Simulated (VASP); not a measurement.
# ZrB2 (P6/mmm) in VASP: vibrations by perturbation theory with LDA

Aim: the vibrations by perturbation theory of ZrB2 with LDA.

Everything below comes from runs of VASP 6.6.1. Logs are shortened: lines on timing, memory, paths and dates and some standing lists are left out, and cuts for length are marked.

### 1 The cell of the first run

It takes space group P6/mmm (No. 191, hexagonal). The conventional cell has a = 3.133 Å, b = 3.133 Å, c = 3.489 Å, α = 90.00°, β = 90.00°, γ = 120.00°. Zr (site symmetry 6/mmm) has 12 B at 2.51 Å and 6 Zr at 3.13 Å within 3.3 Å. Within 2.4 Å of B (site symmetry -6m2) lie 3 B at 1.81 Å.

### 2 Vibrations by perturbation theory, LDA

The input, INCAR:

```
SYSTEM = ZrB2
PREC = Accurate
ENCUT = 520
EDIFF = 1E-8
ISMEAR = -1
SIGMA = 0.15
LREAL = .False.
LASPH = .True.
NELM = 80
ALGO = Normal
ISIF = 2
LWAVE = .False.
LCHARG = .True.
NBANDS = 16
IBRION = 8
NSW = 1
```

The input, KPOINTS:

```
regular mesh
0
Gamma
  15 15 10
  0 0 0
```

The input, POSCAR:

```
ZrB2
1.0
    3.1334988104      0.0000000000      0.0000000000
   -1.5667494052      2.7136895725      0.0000000000
    0.0000000000      0.0000000000      3.4885192484
Zr B
1 2
Direct
    0.0000000000      0.0000000000      0.0000000000
    0.3333333333      0.6666666667      0.5000000000
    0.6666666667      0.3333333333      0.5000000000
```

Potentials or basis: VASP PAW LDA potentials, release 64 (Zr_sv, B).

On the command line:

```bash
> cat potpaw_LDA.64/Zr_sv/POTCAR potpaw_LDA.64/B/POTCAR > POTCAR
> mpirun -np 1 vasp_std > vasp.out
```

OUTCAR:

```text
SYSTEM = ZrB2
   PREC = Accurate
   ENCUT = 520
   EDIFF = 1E-8
   ISMEAR = -1
   LREAL = .False.
   LASPH = .True.
   NELM = 80
   ISIF = 2
   IBRION = 8
   NSW = 1

 ion  position               nearest neighbor table
   1  0.000  0.000  0.000-   2 2.51   3 2.51   2 2.51   3 2.51   2 2.51   2 2.51   3 2.51   3 2.51
                             3 2.51   3 2.51   2 2.51   2 2.51
   2  0.333  0.667  0.500-   3 1.81   3 1.81   3 1.81   1 2.51   1 2.51   1 2.51   1 2.51   1 2.51
                             1 2.51
   3  0.667  0.333  0.500-   2 1.81   2 1.81   2 1.81   1 2.51   1 2.51   1 2.51   1 2.51   1 2.51
                             1 2.51

  LATTYP: Found a hexagonal cell.
 ALAT       =     3.1334988104
 C/A-ratio  =     1.1132984116

  Lattice vectors:

 A1 = (   3.1334988104,   0.0000000000,   0.0000000000)
 A2 = (  -1.5667494052,   2.7136895725,   0.0000000000)
 A3 = (   0.0000000000,   0.0000000000,   3.4885192484)

Analysis of symmetry for initial positions (statically):
=====================================================================
 Subroutine PRICEL returns:
 Original cell was already a primitive cell.

 Routine SETGRP: Setting up the symmetry group for a
 hexagonal supercell.

 Subroutine GETGRP returns: Found 24 space group operations
 (whereof 24 operations were pure point group operations)
 out of a pool of 24 trial point group operations.

The static configuration has the point symmetry D_6h.

Analysis of symmetry for dynamics (positions and initial velocities):
=====================================================================
 Subroutine PRICEL returns:
 Original cell was already a primitive cell.

 Routine SETGRP: Setting up the symmetry group for a
 hexagonal supercell.

 Subroutine GETGRP returns: Found 24 space group operations
 (whereof 24 operations were pure point group operations)
 out of a pool of 24 trial point group operations.

The dynamic configuration has the point symmetry D_6h.

 Subroutine INISYM returns: Found 24 space group operations
 (whereof 24 operations are pure point group operations),
 and found     1 'primitive' translations

----------------------------------------------------------------------------------------

                                     Primitive cell

  volume of cell :      29.6641

  direct lattice vectors                    reciprocal lattice vectors
     3.133498810  0.000000000  0.000000000     0.319132082  0.184250994  0.000000000
    -1.566749405  2.713689572  0.000000000     0.000000000  0.368501987  0.000000000
     0.000000000  0.000000000  3.488519248     0.000000000  0.000000000  0.286654574

  length of vectors
     3.133498810  3.133498810  3.488519248     0.368501987  0.368501987  0.286654574

  position of ions in fractional coordinates (direct lattice)
     0.000000000  0.000000000  0.000000000
     0.333333333  0.666666667  0.500000000
     0.666666667  0.333333333  0.500000000

  ion indices of the primitive-cell ions
   primitive index   ion index
                 1           1
                 2           2
                 3           3

----------------------------------------------------------------------------------------

 KPOINTS: regular mesh

Automatic generation of k-mesh.
 Grid dimensions read from file:
 generate k-points for:   15   15   10

 Generating k-lattice:

  Cartesian coordinates                     Fractional coordinates (reciprocal lattice)
     0.021275472  0.012283400  0.000000000     0.066666667 -0.000000000  0.000000000
     0.000000000  0.024566799  0.000000000     0.000000000  0.066666667  0.000000000
     0.000000000  0.000000000  0.028665457     0.000000000  0.000000000  0.100000000

  Length of vectors
     0.024566799  0.024566799  0.028665457

  Shift w.r.t. Gamma in fractional coordinates (k-lattice)
     0.000000000  0.000000000  0.000000000

 Subroutine IBZKPT returns following result:
 ===========================================

 Found    162 irreducible k-points:

 Following reciprocal coordinates:
            Coordinates               Weight
  0.000000  0.000000  0.000000      1.000000
  0.066667  0.000000  0.000000      6.000000
  0.133333  0.000000  0.000000      6.000000
  0.200000  0.000000  0.000000      6.000000
[... 39 lines left out ...]
   EDIFF  = 0.1E-07   stopping-criterion for ELM
   LREAL  =      F    real-space projection
   EDIFFG = 0.1E-06   stopping-criterion for IOM
   NSW    =      1    number of steps for IOM
   IBRION =      8    ionic relax: 0-MD 1-quasi-New 2-CG
   NFREE  =      0    steps in history (QN), initial steepest desc. (CG)
   ISIF   =      2    stress and relaxation
   ISYM   =      2    0-nonsym 1-usesym 2-fastsym
   POTIM  = 0.5000    time-step for ionic-motion
   TEBEG  =    0.0;   TEEND  =   0.0 temperature during run
   PSTRESS=    0.0 pullay stress
   NELECT =      18.0000    total number of electrons
   NUPDOWN=      -1.0000    fix difference up-down
   EMIN   =  10.00;   EMAX   =-10.00  energy-range for DOS
   EFERMI =   0.00;   METHOD = LEGACY
   ISMEAR =    -1;   SIGMA  =   0.15  broadening in eV -4-tet -1-fermi 0-gaus
   EFERMI_NEDOS =   21; number of points for ismear=-14 and -15
   IALGO  =     38    algorithm
   IMIX   =      4    mixing-type and parameters
     AMIX     =   0.40;   BMIX     =  1.00
     AMIX_MAG =   1.60;   BMIX_MAG =  1.00
  volume/ion in A,a.u.               =       9.89        66.73
  Fermi-wavevector in a.u.,A,eV,Ry     =   1.385975  2.619113 26.135794  1.920927
  Thomas-Fermi vector in A             =   2.510334
   LORBIT       =      0    0 simple, 1 ext, 2 COOP (PROOUT), +10 PAW based schemes
   GGA     = CA    functional components
   LHFCALC =     F    Hartree Fock is set to
   AEXX    =    0.0000 exact exchange contribution
   IVDW    =     0    specifies the selected vdW correction
   LEPSILON=     F    determine dielectric tensor
   LRPA    =     F    only Hartree local field effects (RPA)
 non-spin polarized calculation
  energy-cutoff  :      520.00
  volume of cell :       29.66
 maximum number of plane-waves:       820
 NGX is ok and might be reduce to    24
   NGX = 11   NGY = 11   NGZ = 13

--------------------------------------- Ionic step        1  -------------------------------------------

 number of electron      18.0000000 magnetization

 Free energy of the ion-electron system (eV)
  ---------------------------------------------------
  ext. energy  EPLUGINS =         0.00000000
  ---------------------------------------------------
  free energy    TOTEN  =       -27.49228485 eV

  energy without entropy =      -27.47249904  energy(sigma->0) =      -27.48239194

 E-fermi :  10.8336     XC(G=0): -12.7538

 val. band max:       10.7440085724   @ k =   0.0667   0.0667   0.5000
 cond. band min:      10.8651698794   @ k =   0.0667   0.0667   0.4000
 fundamental gap:      0.1211613070
 Fermi energy:        10.8336315840

 k-point     1 :       0.0000    0.0000    0.0000
  band No.  band energies     occupation
      1     -37.3631      2.00000
      2     -15.7292      2.00000
      3     -15.1072      2.00000
      4     -15.1072      2.00000
      5      -1.8545      2.00000
      6       8.1639      2.00000
[... 433 lines left out ...]
      3     -15.5951      2.00000
      4     -15.5112      2.00000
      5       2.5003      2.00000
      6       2.7688      2.00000
[... 8 lines left out ...]
     15      20.6813      0.00000
     16      20.9064      0.00000

 [... further k-points ...]
[... 5 lines left out ...]
  --------------------------------------------------------------------------------------
  -------------------------------------------------------------------------------------
  Total        0.0816242      0.0816242      0.0879632      0.0000000      0.0000000      0.0000000
  in kB        4.4085777      4.4085777      4.7509551      0.0000000      0.0000000      0.0000000
  external PRESSURE =       4.5227035 kB  Pullay stress =       0.0000000 kB

 VOLUME and BASIS-vectors are now :
 -----------------------------------------------------------------------------
  energy-cutoff  :      520.00
  volume of cell :       29.66
      direct lattice vectors                 reciprocal lattice vectors
     3.133498810  0.000000000  0.000000000     0.319132082  0.184250994  0.000000000
    -1.566749405  2.713689572  0.000000000     0.000000000  0.368501987  0.000000000
     0.000000000  0.000000000  3.488519248     0.000000000  0.000000000  0.286654574

 POSITION                                       TOTAL-FORCE (eV/Angst)
 -----------------------------------------------------------------------------------
      0.00000      0.00000      0.00000         0.000000      0.000000      0.000000
     -0.00000      1.80913      1.74426         0.000000     -0.000000      0.000000
      1.56675      0.90456      1.74426        -0.000000      0.000000      0.000000
 -----------------------------------------------------------------------------------
    total drift:                               -0.000000      0.000000     -0.000000

  FREE ENERGIE OF THE ION-ELECTRON SYSTEM (eV)
  ---------------------------------------------------
  free  energy   TOTEN  =       -27.4922848480 eV

  energy  without entropy=      -27.4724990358  energy(sigma->0) =      -27.48239194

[... ionic steps 2 to 3 ...]

--------------------------------------- Ionic step        4  -------------------------------------------

------------------------ aborting loop because EDIFF is reached ----------------------------------------
[... 11 lines left out ...]
[... ionic steps 8 to 8 ...]

--------------------------------------- Ionic step        9  -------------------------------------------

 Free energy of the ion-electron system (eV)
  ---------------------------------------------------
  ---------------------------------------------------
  free energy    TOTEN  =        -0.04572352 eV

  energy without entropy =       -0.04572352

------------------------ aborting loop because EDIFF is reached ----------------------------------------

 INTERNAL STRAIN TENSOR  FOR ION    2  DIRECTION 3   (eV/Angst):
 -----------------------------------------------------------------------------
    -0.00274  0.00000  0.00000
     0.00000 -0.00274  0.00000
     0.00000 -0.00000  0.00149

 INTERNAL STRAIN TENSOR FOR ION    3 for displacements in x,y,z  (eV/Angst):
          X           Y           Z          XY          YZ          ZX
  --------------------------------------------------------------------------------
  x    -0.00000     0.00000     0.00000    -1.76749     0.00000     0.00000
  y    -1.76749     1.76749     0.00000     0.00000     0.00000     0.00000
  z     0.00000     0.00000     0.00000     0.00000    -0.00000     0.00000

 SECOND DERIVATIVES (NOT SYMMETRIZED)
 ------------------------------------
               1X          1Y          1Z          2X          2Y          2Z          3X          3Y          3Z
  1X   -14.189827    0.000000    0.000000    7.094914    0.000000    0.000000    7.094914    0.000000    0.000000
  1Y     0.000000  -14.189827    0.000000    0.000000    7.094914    0.000000    0.000000    7.094914    0.000000
  1Z    -0.000000    0.000000  -15.422804    0.000000   -0.000000    7.711402   -0.000000   -0.000000    7.711402
  2X     7.054338   -0.000000    0.000000  -16.117320    0.000000    0.000000    9.062982    0.000000    0.000000
  2Y     0.000000    7.054338    0.000000    0.000000  -16.117320    0.000000    0.000000    9.062982    0.000000
  2Z     0.000000    0.000000    7.699039    0.000000    0.000000  -10.534603    0.000000    0.000000    2.835565
  3X     7.054338   -0.000000    0.000000    9.062982    0.000000    0.000000  -16.117320    0.000000    0.000000
  3Y     0.000000    7.054338    0.000000    0.000000    9.062982    0.000000    0.000000  -16.117320    0.000000
  3Z     0.000000    0.000000    7.699039    0.000000    0.000000    2.835565    0.000000    0.000000  -10.534603

 Eigenvectors and eigenvalues of the dynamical matrix
 ----------------------------------------------------

   1 f  =   23.858782 THz   149.909147 2PiTHz  795.843296 cm-1    98.671949 meV
             X         Y         Z           dx          dy          dz
      0.000000  0.000000  0.000000     0.000000    0.000000    0.000000
     -0.000000  1.809126  1.744260     0.707107    0.000006   -0.000000
      1.566749  0.904563  1.744260    -0.707107   -0.000006    0.000000
[... 43 lines left out ...]
   9 f/i=    0.015889 THz     0.099832 2PiTHz    0.529990 cm-1     0.065710 meV
             X         Y         Z           dx          dy          dz
      0.000000  0.000000  0.000000    -0.686206   -0.580194   -0.000000
     -0.000000  1.809126  1.744260    -0.236908   -0.200308   -0.000000
      1.566749  0.904563  1.744260    -0.236908   -0.200308   -0.000000

--------------------------------------------------------------------------------------------------------

 ELASTIC MODULI CONTR FROM IONIC RELAXATION (kBar)
 Direction    XX          YY          ZZ          XY          YZ          ZX
 --------------------------------------------------------------------------------
 XX         -13.4019     13.4019      0.0000     -0.0000     -0.0000      0.0000
 YY          13.4019    -13.4019      0.0000      0.0000      0.0000      0.0000
 ZZ           0.0000      0.0000      0.0000      0.0000      0.0000      0.0000
 XY          -0.0000      0.0000      0.0000    -13.4019      0.0000      0.0000
 YZ          -0.0000      0.0000      0.0000      0.0000     -0.0000      0.0000
 ZX           0.0000      0.0000      0.0000      0.0000      0.0000      0.0000
 --------------------------------------------------------------------------------
```

It took 11 min on 1 thread of Intel Xeon Platinum 8488C (Sapphire Rapids), shared host; peak memory 0.71 GiB.

What came out:

```yaml
Highest_phonon_frequency_at_Γ: 796 cm⁻¹
```

Phonon frequencies in cm⁻¹ (negative: imaginary):
```tsv
q point	frequencies
(0.000, 0.000, 0.000)	-1 -1 0 469 469 490 580 796 796
```
